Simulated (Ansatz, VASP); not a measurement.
**Mo in VASP and in Ansatz**

```
Mo
1.0
    -1.50816    1.50816    1.57100
     1.50816   -1.50816    1.57100
     1.50816    1.50816   -1.57100
Mo
1
Direct
  0.00000 0.00000 0.00000
```

Change from the starting cell: strain -0.040 along x and y, +0.000 along z, atoms carried along.

Alike in both runs: task single point; functional PBE; k mesh 22 × 22 × 22; occupations gaussian, width 0.15 eV; no spin polarisation.

|  | VASP | Ansatz |
| --- | --- | --- |
| version | VASP 6.6.1 | Ansatz 0.2.0 |
| potentials or method | VASP PAW PBE potentials, release 64 (Mo_sv), cutoff 520 eV | scalar-relativistic, plane waves, PAW |
| valence electrons in the cell | 14 | 14 |

|  | VASP | Ansatz | Ansatz less VASP |
| --- | --- | --- | --- |
| gap on the k mesh at the Fermi level (eV) | none | none | - |
| pressure (GPa) | 32.7 | 32.0 | -0.77 |
| traceless stress, the component that is largest in VASP (GPa) | -9.98 | -9.99 | -0.006 |

A gap of «none» marks a metal or a gap that the smearing closes. Both programs put the cell under a high pressure, so it lies far from rest at this level.
